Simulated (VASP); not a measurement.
# PbO2 (R-3m) in VASP: further runs, part 2 of 2

VASP 6.6.1. The steps go on from the part before.

## (5) Relaxation of cell and atoms, PBE

This run uses another cell than the first one, of 20.81 Å³/atom, 1.346 times its volume.

The input, INCAR:

```
PREC = Accurate ; ENCUT = 600
EDIFF = 1E-6 ; ISMEAR = 0
SIGMA = 0.1 ; LREAL = False
LASPH = True ; NELM = 100
ALGO = Normal ; ISIF = 3
LWAVE = False ; LCHARG = False
GGA = PE ; IBRION = 2
NSW = 90 ; EDIFFG = -0.04
```

The input, KPOINTS:

```
regular mesh
0
Gamma
  6 6 6
```

The input, POSCAR:

```
PbO2
1.0
    1.7670598500      1.0202124800      5.7711932900
   -1.7670598500      1.0202124800      5.7711932900
    0.0000000000     -2.0404249600      5.7711932900
Pb O
1 2
Direct
    0.0000000000      0.0000000000      0.0000000000
    0.2500000000      0.2500000000      0.2500000000
    0.7500000000      0.7500000000      0.7500000000
```

Potentials or basis: VASP PAW PBE potentials, release 64 (Pb_d, O).

Launch:

```bash
cat potpaw_PBE.64/Pb_d/POTCAR potpaw_PBE.64/O/POTCAR > POTCAR
mpirun -np 1 vasp_std > vasp.out
```

OUTCAR:

```text
PREC = Accurate
   ENCUT = 600
   EDIFF = 1E-6
   ISMEAR = 0
   LREAL = False
   LASPH = True
   NELM = 100
   ISIF = 3
   GGA = PE
   IBRION = 2
   NSW = 90
   EDIFFG = -0.04

 ion  position               nearest neighbor table
   1  0.000  0.000  0.000-   3 2.50   2 2.50   3 2.50   3 2.50   2 2.50   2 2.50
   2  0.250  0.250  0.250-   1 2.50   1 2.50   1 2.50
   3  0.750  0.750  0.750-   1 2.50   1 2.50   1 2.50

  LATTYP: Found a trigonal (rhomboedric) cell.
 ALAT       =     6.1212748679
 COS(alpha) =     0.8333333327

  Lattice vectors:

 A1 = (   1.7670598500,   1.0202124800,   5.7711932900)
 A2 = (  -1.7670598500,   1.0202124800,   5.7711932900)
 A3 = (   0.0000000000,  -2.0404249600,   5.7711932900)

Analysis of symmetry for initial positions (statically):
=====================================================================
 Subroutine PRICEL returns:
 Original cell was already a primitive cell.

 Routine SETGRP: Setting up the symmetry group for a
 trigonal (rhombohedral) supercell.

 Subroutine GETGRP returns: Found 12 space group operations
 (whereof 12 operations were pure point group operations)
 out of a pool of 12 trial point group operations.

The static configuration has the point symmetry D_3d.

Analysis of symmetry for dynamics (positions and initial velocities):
=====================================================================
 Subroutine PRICEL returns:
 Original cell was already a primitive cell.

 Routine SETGRP: Setting up the symmetry group for a
 trigonal (rhombohedral) supercell.

 Subroutine GETGRP returns: Found 12 space group operations
 (whereof 12 operations were pure point group operations)
 out of a pool of 12 trial point group operations.

The dynamic configuration has the point symmetry D_3d.

 Subroutine INISYM returns: Found 12 space group operations
 (whereof 12 operations are pure point group operations),
 and found     1 'primitive' translations

----------------------------------------------------------------------------------------
[... 98 lines left out ...]
   NSW    =     90    number of steps for IOM
   IBRION =      2    ionic relax: 0-MD 1-quasi-New 2-CG
   NFREE  =      1    steps in history (QN), initial steepest desc. (CG)
   ISIF   =      3    stress and relaxation
   ISYM   =      2    0-nonsym 1-usesym 2-fastsym
   POTIM  = 0.5000    time-step for ionic-motion
   TEBEG  =    0.0;   TEEND  =   0.0 temperature during run
   PSTRESS=    0.0 pullay stress
   NELECT =      26.0000    total number of electrons
   NUPDOWN=      -1.0000    fix difference up-down
   EMIN   =  10.00;   EMAX   =-10.00  energy-range for DOS
   EFERMI =   0.00;   METHOD = LEGACY
   ISMEAR =     0;   SIGMA  =   0.10  broadening in eV -4-tet -1-fermi 0-gaus
   EFERMI_NEDOS =   21; number of points for ismear=-14 and -15
   IALGO  =     38    algorithm
   IMIX   =      4    mixing-type and parameters
     AMIX     =   0.40;   BMIX     =  1.00
     AMIX_MAG =   1.60;   BMIX_MAG =  1.00
  volume/ion in A,a.u.               =      20.81       140.42
  Fermi-wavevector in a.u.,A,eV,Ry     =   1.222587  2.310354 20.336879  1.494718
  Thomas-Fermi vector in A             =   2.357728
   LORBIT       =      0    0 simple, 1 ext, 2 COOP (PROOUT), +10 PAW based schemes
   GGA     = PE    functional components
   LHFCALC =     F    Hartree Fock is set to
   AEXX    =    0.0000 exact exchange contribution
   IVDW    =     0    specifies the selected vdW correction
   LEPSILON=     F    determine dielectric tensor
   LRPA    =     F    only Hartree local field effects (RPA)
 conjugate gradient relaxation of ions
 non-spin polarized calculation
 Gauss-broadening in eV      SIGMA  =   0.10
  energy-cutoff  :      600.00
  volume of cell :       62.43
 maximum number of plane-waves:      2098
 NGX is ok and might be reduce to    50
   NGX = 25   NGY = 25   NGZ = 25

--------------------------------------- Ionic step        1  -------------------------------------------

 number of electron      26.0000000 magnetization

 Free energy of the ion-electron system (eV)
  ---------------------------------------------------
  ext. energy  EPLUGINS =         0.00000000
  ---------------------------------------------------
  free energy    TOTEN  =       -14.24282166 eV

  energy without entropy =      -14.24281906  energy(sigma->0) =      -14.24282036

 E-fermi :   0.4760     XC(G=0):  -8.6598

 val. band max:        0.1984696782   @ k =   0.5000   0.5000   0.0000
 cond. band min:       0.7085086886   @ k =   0.0000   0.0000   0.0000
 fundamental gap:      0.5100390104
 Fermi energy:         0.4759548484
[... 1064 lines left out ...]
      6     -11.6939      2.00000
[... 9 lines left out ...]
     16      11.8641      0.00000
     17      13.3033      0.00000

 [... further k-points ...]

[... ionic steps 4 to 13 ...]

--------------------------------------- Ionic step       14  -------------------------------------------

 number of electron      26.0000000 magnetization

------------------------ aborting loop because EDIFF is reached ----------------------------------------
[... 69 lines left out ...]
--------------------------------------- Ionic step       16  -------------------------------------------

 number of electron      26.0000000 magnetization

 Free energy of the ion-electron system (eV)
  ---------------------------------------------------
  ext. energy  EPLUGINS =         0.00000000
  ---------------------------------------------------
  free energy    TOTEN  =       -15.70557048 eV

  energy without entropy =      -15.70423047  energy(sigma->0) =      -15.70490048

 E-fermi :   3.7809     XC(G=0): -10.3268

 val. band max:        3.6879177374   @ k =   0.5000   0.5000   0.0000
 cond. band min:       4.5662305254   @ k =   0.1667   0.1667   0.1667
 fundamental gap:      0.8783127880
 Fermi energy:         3.7809449483
[... 510 lines left out ...]
  FREE ENERGIE OF THE ION-ELECTRON SYSTEM (eV)
  ---------------------------------------------------
  free  energy   TOTEN  =       -15.7055704807 eV

  energy  without entropy=      -15.7042304710  energy(sigma->0) =      -15.70490048

 reached required accuracy - stopping structural energy minimisation
```

OSZICAR:

```text
N       E                     dE             d eps       ncg     rms          rms(c)
DAV:   1     0.265068498664E+03    0.26507E+03   -0.14569E+04  1088   0.181E+03
DAV:   2     0.104426453584E+02   -0.25463E+03   -0.24879E+03  1271   0.425E+02
[... 146 lines left out ...]
       N       E                     dE             d eps       ncg     rms          rms(c)
DAV:   1    -0.157053741119E+02   -0.81067E-04   -0.11599E-01  1088   0.274E+00    0.583E-02
DAV:   2    -0.157055900818E+02   -0.21597E-03   -0.26580E-03  1361   0.461E-01    0.250E-02
DAV:   3    -0.157055755450E+02    0.14537E-04   -0.29545E-05  1326   0.611E-02    0.138E-02
DAV:   4    -0.157055703204E+02    0.52247E-05   -0.19227E-05  1319   0.603E-02    0.278E-03
DAV:   5    -0.157055704807E+02   -0.16032E-06   -0.32415E-06  1097   0.161E-02
  16 F= -.15705570E+02 E0= -.15704900E+02  d E =-.277556E-03
```

It took 8.9 min on 1 thread of Intel Xeon 6975P-C (Granite Rapids), shared host; peak memory 0.42 GiB.

Results:

```
Free energy                            : -15.7056 eV
Relaxed volume                         : 14.91 Å³/atom
Relaxed cell                           : a = 4.746 Å, b = 4.746 Å, c = 4.746 Å, α = 42.82°, β = 42.82°, γ = 42.82°
Space group after relaxing (to 0.05 Å) : R-3m (No. 166)
Energy gained by relaxing              : 487.6 meV/atom
Ionic steps                            : 16
Pressure after relaxing                : 0.1 GPa
Largest force after relaxing           : 0.026 eV/Å
Band gap on the k mesh                 : zero (band 13 reaches 3.69 eV, above the bottom of band 14 at 3.66 eV)
```

Forces in eV/Å, atoms in the order of the input:
```
Pb   0.000  0.000  0.000
O    0.000  0.000 -0.026
O    0.000  0.000  0.026
```

The path:
```tsv
step	energy change (eV)	largest force (eV/Å)	pressure (GPa)	volume (Å³)
1	0.0000	2.7813	-14.44	62.43
2	-1.3165	0.1431	6.56	46.89
3	-1.3302	0.5014	3.04	48.04
4	-1.4364	0.2687	-0.30	49.29
5	-1.4478	0.1653	-1.67	49.85
6	-1.4513	0.1712	0.94	48.76
7	-1.4531	0.0443	-0.06	49.16
8	-1.4535	0.0459	-0.08	49.08
9	-1.4545	0.0464	-0.15	48.84
10	-1.4563	0.0507	-0.27	48.36
11	-1.4591	0.0600	-0.43	47.39
12	-1.4613	0.0774	-0.37	45.40
13	-1.4619	0.0728	-0.19	45.19
14	-1.4624	0.0563	0.45	44.57
15	-1.4625	0.0605	0.30	44.73
16	-1.4627	0.0264	0.06	44.74
```

Final structure:
```
CELL_PARAMETERS angstrom
1.73242 1.00021 4.30366
-1.73242 1.00021 4.30366
0.00000 -2.00043 4.30366
ATOMIC_POSITIONS crystal
Pb 0.00000 0.00000 0.00000
O 0.25406 0.25406 0.25406
O 0.74594 0.74594 0.74594
```

Caveat: the volume moved by over 15 % at a fixed basis, so the end points are rough; spin-orbit coupling is left out, which moves the levels of the heavy elements.

## (6) Overview

```csv
task,cell,k mesh,cutoff (eV),smearing,gap on the mesh (eV),pressure (GPa),largest force (eV/Å)
single point,"a = 4.946 Å, angles 40.7°, 3 atoms",6 × 6 × 6,520,gaussian 0.1 eV,0.20,0.3,0.02
single point,"a = 6.121 Å, angles 33.6°, 3 atoms",6 × 6 × 6,520,gaussian 0.1 eV,0.51,-14.4,2.78
single point,"a = 3.446, b = 4.880, c = 5.968 Å, angles 101.8, 90.0, 110.7°, 6 atoms",6 × 6 × 4,520,gaussian 0.2 eV,-,0.3,0.04
relaxation of cell and atoms,"relaxed from a = 6.121 Å, angles 33.6°, 3 atoms",6 × 6 × 6,600,gaussian 0.1 eV,none,0.1,0.03
```

Alike in all rows: level PBE; potentials or basis VASP PAW PBE potentials, release 64 (Pb_d, O); no spin polarisation.

Caveats: spin-orbit coupling is left out, which moves the levels of the heavy elements; forces of over 1 eV/Å act on the atoms, so gaps and moduli don't describe the material at rest (some runs); the volume moved by over 15 % at a fixed basis, so the end points are rough (some runs).

Total energies depend on the potentials used, so only differences within one code and one set of settings carry meaning.
